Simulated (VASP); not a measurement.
# Cu in VASP: notebook

Runs on Cu. Level: PBEsol. Tasks: single point.

Program: VASP 6.6.1. These are calculated values, not measurements. Logs are shortened: lines on timing, memory, paths and dates and some standing lists are left out, and cuts for length are marked.

## (1) The cell of the first run

The structure is cubic, space group Fm-3m (No. 225). Conventional cell: a = 3.561 Å, b = 3.561 Å, c = 3.561 Å, α = 90.00°, β = 90.00°, γ = 90.00°. Within 3.3 Å of Cu (site symmetry m-3m) lie 12 Cu at 2.52 Å.

## (2) Single point, PBEsol (strain -0.015 along x and y, -0.015 along z)

Contents of INCAR:

```
PREC     = Accurate       # precision mode
ENCUT    = 520            # plane-wave cutoff, eV
EDIFF    = 1E-6           # SCF threshold, eV
ISMEAR   = 0              # smearing method
SIGMA    = 0.15           # smearing width, eV
LREAL    = False          # projectors in reciprocal space
LASPH    = True           # aspherical terms in the spheres
NELM     = 60             # most SCF steps
ALGO     = Normal         # electronic algorithm
ISIF     = 2              # what is computed and relaxed
LWAVE    = False          # write WAVECAR
LCHARG   = False          # write CHGCAR
GGA      = PS             # functional
NBANDS   = 12             # bands
```

Contents of KPOINTS:

```
Automatic mesh
0
Gamma
  22 22 22
```

Contents of POSCAR:

```
Cu
1.0
    0.0000000000      1.7803875000      1.7803875000
    1.7803875000      0.0000000000      1.7803875000
    1.7803875000      1.7803875000      0.0000000000
Cu
1
Direct
    0.0000000000      0.0000000000      0.0000000000
```

Potentials or basis: VASP PAW PBE potentials, release 64 (Cu).

Launch:

```
$ cat potpaw_PBE.64/Cu/POTCAR > POTCAR
$ mpirun -np 1 vasp_std > vasp.out
```

OUTCAR:

```text
PREC = Accurate
   ENCUT = 520
   EDIFF = 1E-6
   ISMEAR = 0
   LREAL = False
   LASPH = True
   NELM = 60
   ISIF = 2
   GGA = PS

 ion  position               nearest neighbor table
   1  0.000  0.000  0.000-

  LATTYP: Found a face centered cubic cell.
 ALAT       =     3.5607750000

  Lattice vectors:

 A1 = (   0.0000000000,   1.7803875000,   1.7803875000)
 A2 = (   1.7803875000,   0.0000000000,   1.7803875000)
 A3 = (   1.7803875000,   1.7803875000,   0.0000000000)

Analysis of symmetry for initial positions (statically):
=====================================================================
 Subroutine PRICEL returns:
 Original cell was already a primitive cell.

 Routine SETGRP: Setting up the symmetry group for a
 face centered cubic supercell.

 Subroutine GETGRP returns: Found 48 space group operations
 (whereof 48 operations were pure point group operations)
 out of a pool of 48 trial point group operations.

The static configuration has the point symmetry O_h .

Analysis of symmetry for dynamics (positions and initial velocities):
=====================================================================
 Subroutine PRICEL returns:
 Original cell was already a primitive cell.

 Routine SETGRP: Setting up the symmetry group for a
 face centered cubic supercell.

 Subroutine GETGRP returns: Found 48 space group operations
 (whereof 48 operations were pure point group operations)
 out of a pool of 48 trial point group operations.

The dynamic configuration has the point symmetry O_h .

 Subroutine INISYM returns: Found 48 space group operations
 (whereof 48 operations are pure point group operations),
 and found     1 'primitive' translations

----------------------------------------------------------------------------------------

                                     Primitive cell

  volume of cell :      11.2869

  direct lattice vectors                    reciprocal lattice vectors
     0.000000000  1.780387500  1.780387500    -0.280837739  0.280837739  0.280837739
     1.780387500  0.000000000  1.780387500     0.280837739 -0.280837739  0.280837739
     1.780387500  1.780387500  0.000000000     0.280837739  0.280837739 -0.280837739

  length of vectors
     2.517848149  2.517848149  2.517848149     0.486425233  0.486425233  0.486425233

  position of ions in fractional coordinates (direct lattice)
     0.000000000  0.000000000  0.000000000

  ion indices of the primitive-cell ions
   primitive index   ion index
                 1           1

----------------------------------------------------------------------------------------

 KPOINTS: Automatic mesh

Automatic generation of k-mesh.
 Grid dimensions read from file:
 generate k-points for:   22   22   22

 Generating k-lattice:

  Cartesian coordinates                     Fractional coordinates (reciprocal lattice)
    -0.012765352  0.012765352  0.012765352     0.045454545  0.000000000  0.000000000
     0.012765352 -0.012765352  0.012765352     0.000000000  0.045454545  0.000000000
     0.012765352  0.012765352 -0.012765352     0.000000000  0.000000000  0.045454545

  Length of vectors
     0.022110238  0.022110238  0.022110238

  Shift w.r.t. Gamma in fractional coordinates (k-lattice)
     0.000000000  0.000000000  0.000000000

 Subroutine IBZKPT returns following result:
 ===========================================

 Found    328 irreducible k-points:

 Following reciprocal coordinates:
            Coordinates               Weight
  0.000000  0.000000  0.000000      1.000000
  0.045455  0.000000  0.000000      8.000000
  0.090909  0.000000  0.000000      8.000000
  0.136364  0.000000  0.000000      8.000000
  0.181818  0.000000  0.000000      8.000000
  0.227273  0.000000  0.000000      8.000000
[... 16 lines left out ...]
  0.500000  0.045455  0.000000     24.000000
 -0.454545  0.045455  0.000000     24.000000
 [... further k-points ...]
   k-points           NKPTS =    328   k-points in BZ     NKDIM =    328   number of bands    NBANDS=     12
   number of dos      NEDOS =    301   number of ions     NIONS =      1
   total plane-waves  NPLWV =   8000
   dimension x,y,z NGX =    20 NGY =   20 NGZ =   20
   dimension x,y,z NGXF=    40 NGYF=   40 NGZF=   40
   ions per type =               1
   NGX,Y,Z   is equivalent  to a cutoff of  13.21, 13.21, 13.21 a.u.
   NGXF,Y,Z  is equivalent  to a cutoff of  26.41, 26.41, 26.41 a.u.
 SYSTEM =  unknown system
   PREC   = accura    normal or accurate (medium, high low for compatibility)
   ISTART =      0    job   : 0-new  1-cont  2-samecut
   ICHARG =      2    charge: 1-file 2-atom 10-const
   ISPIN  =      1    spin polarized calculation?
   LNONCOLLINEAR =      F non collinear calculations
   LSORBIT =      F    spin-orbit coupling
   LASPH  =      T    aspherical Exc in radial PAW
   ENCUT  =  520.0 eV  38.22 Ry    6.18 a.u.   4.68  4.68  4.68*2*pi/ulx,y,z
   NELM   =     60;   NELMIN=  2; NELMDL= -5     # of ELM steps
   EDIFF  = 0.1E-05   stopping-criterion for ELM
   LREAL  =      F    real-space projection
   EDIFFG = 0.1E-04   stopping-criterion for IOM
   NSW    =      0    number of steps for IOM
   IBRION =     -1    ionic relax: 0-MD 1-quasi-New 2-CG
   NFREE  =      0    steps in history (QN), initial steepest desc. (CG)
   ISIF   =      2    stress and relaxation
   ISYM   =      2    0-nonsym 1-usesym 2-fastsym
   POTIM  = 0.5000    time-step for ionic-motion
   TEBEG  =    0.0;   TEEND  =   0.0 temperature during run
   PSTRESS=    0.0 pullay stress
   NELECT =      11.0000    total number of electrons
   NUPDOWN=      -1.0000    fix difference up-down
   EMIN   =  10.00;   EMAX   =-10.00  energy-range for DOS
   EFERMI =   0.00;   METHOD = LEGACY
   ISMEAR =     0;   SIGMA  =   0.15  broadening in eV -4-tet -1-fermi 0-gaus
   EFERMI_NEDOS =   21; number of points for ismear=-14 and -15
   IALGO  =     38    algorithm
   IMIX   =      4    mixing-type and parameters
     AMIX     =   0.40;   BMIX     =  1.00
     AMIX_MAG =   1.60;   BMIX_MAG =  1.00
  volume/ion in A,a.u.               =      11.29        76.17
  Fermi-wavevector in a.u.,A,eV,Ry     =   1.623110  3.067232 35.844343  2.634485
  Thomas-Fermi vector in A             =   2.716613
   LORBIT       =      0    0 simple, 1 ext, 2 COOP (PROOUT), +10 PAW based schemes
   GGA     = PS    functional components
   LHFCALC =     F    Hartree Fock is set to
   AEXX    =    0.0000 exact exchange contribution
   IVDW    =     0    specifies the selected vdW correction
   LEPSILON=     F    determine dielectric tensor
   LRPA    =     F    only Hartree local field effects (RPA)
 non-spin polarized calculation
 Gauss-broadening in eV      SIGMA  =   0.15
  energy-cutoff  :      520.00
  volume of cell :       11.29
 maximum number of plane-waves:       316
   NGX =  9   NGY =  9   NGZ =  9

 number of electron      11.0000013 magnetization

 Free energy of the ion-electron system (eV)
  ---------------------------------------------------
  ext. energy  EPLUGINS =         0.00000000
  ---------------------------------------------------
  free energy    TOTEN  =        -4.31079937 eV

  energy without entropy =       -4.30808373  energy(sigma->0) =       -4.30944155

 E-fermi :   7.9687     XC(G=0): -13.1745

 val. band max:        7.9680006734   @ k =   0.5000   0.3182   0.1364
 cond. band min:       8.0251952870   @ k =   0.4545   0.3182   0.0000
 fundamental gap:      0.0571946135
 Fermi energy:         7.9686503509

 k-point     1 :       0.0000    0.0000    0.0000
  band No.  band energies     occupation
      1      -1.7670      2.00000
      2       4.8052      2.00000
      3       4.8052      2.00000
      4       4.8052      2.00000
      5       5.6978      2.00000
      6       5.6978      2.00000
      7      30.9188      0.00000
      8      33.8880      0.00000
      9      33.8880      0.00000
     10      33.8880      0.00000
     11      36.4094      0.00000
     12      36.4094      0.00000

 k-point     2 :       0.0455    0.0000    0.0000
  band No.  band energies     occupation
      1      -1.6891      2.00000
      2       4.7875      2.00000
      3       4.8207      2.00000
      4       4.8207      2.00000
      5       5.6913      2.00000
      6       5.6913      2.00000
      7      30.5607      0.00000
      8      32.7206      0.00000
      9      33.6251      0.00000
     10      33.6251      0.00000
     11      36.7793      0.00000
     12      36.7793      0.00000

 k-point     3 :       0.0909    0.0000    0.0000
  band No.  band energies     occupation
      1      -1.4571      2.00000
      2       4.7380      2.00000
      3       4.8633      2.00000
      4       4.8633      2.00000
      5       5.6760      2.00000
      6       5.6760      2.00000
      7      28.9614      0.00000
      8      31.8684      0.00000
      9      33.0914      0.00000
     10      33.0914      0.00000
     11      37.6102      0.00000
     12      37.6102      0.00000
[... 286 lines left out ...]
 k-point    23 :       0.5000    0.0455    0.0000
  band No.  band energies     occupation
      1       2.6583      2.00000
      2       4.7429      2.00000
      3       4.7985      2.00000
      4       5.9451      2.00000
      5       6.3076      2.00000
      6       7.1766      2.00000
      7      12.0288      0.00000
      8      28.8227      0.00000
      9      30.0206      0.00000
     10      30.1516      0.00000
     11      34.4262      0.00000
     12      34.5981      0.00000

 k-point    24 :      -0.4545    0.0455    0.0000
  band No.  band energies     occupation
      1       2.6441      2.00000
      2       4.7499      2.00000
      3       4.7990      2.00000
      4       5.9264      2.00000
      5       6.2747      2.00000
      6       7.0811      2.00000
      7      12.2225      0.00000
      8      28.6372      0.00000
      9      30.0770      0.00000
     10      30.4620      0.00000
     11      34.0876      0.00000
     12      34.8466      0.00000

 [... further k-points ...]
[... 5 lines left out ...]
  --------------------------------------------------------------------------------------
  -------------------------------------------------------------------------------------
  Total        0.0806954      0.0806954      0.0806954      0.0000000     -0.0000000      0.0000000
  in kB       11.4547584     11.4547584     11.4547584      0.0000000     -0.0000000      0.0000000
  external PRESSURE =      11.4547584 kB  Pullay stress =       0.0000000 kB

 VOLUME and BASIS-vectors are now :
 -----------------------------------------------------------------------------
  energy-cutoff  :      520.00
  volume of cell :       11.29
      direct lattice vectors                 reciprocal lattice vectors
     0.000000000  1.780387500  1.780387500    -0.280837739  0.280837739  0.280837739
     1.780387500  0.000000000  1.780387500     0.280837739 -0.280837739  0.280837739
     1.780387500  1.780387500  0.000000000     0.280837739  0.280837739 -0.280837739

 POSITION                                       TOTAL-FORCE (eV/Angst)
 -----------------------------------------------------------------------------------
      0.00000      0.00000      0.00000         0.000000      0.000000      0.000000
 -----------------------------------------------------------------------------------
    total drift:                               -0.000000     -0.000000     -0.000000

  FREE ENERGIE OF THE ION-ELECTRON SYSTEM (eV)
  ---------------------------------------------------
  free  energy   TOTEN  =        -4.3107993743 eV

  energy  without entropy=       -4.3080837338  energy(sigma->0) =       -4.30944155
```

Wall time 16 s (1 thread of AMD EPYC 9R45 (Zen 5), shared host); peak memory 0.13 GiB.

Results:

* Free energy: -4.3108 eV
* Pressure: 1.1 GPa

Caveat: the cell differs from its parent crystal (strain -0.015 along x and y, -0.015 along z); the PAW data sets were made with another functional, which shifts forces and pressure a little.

(Continued in part 2 of 2.)
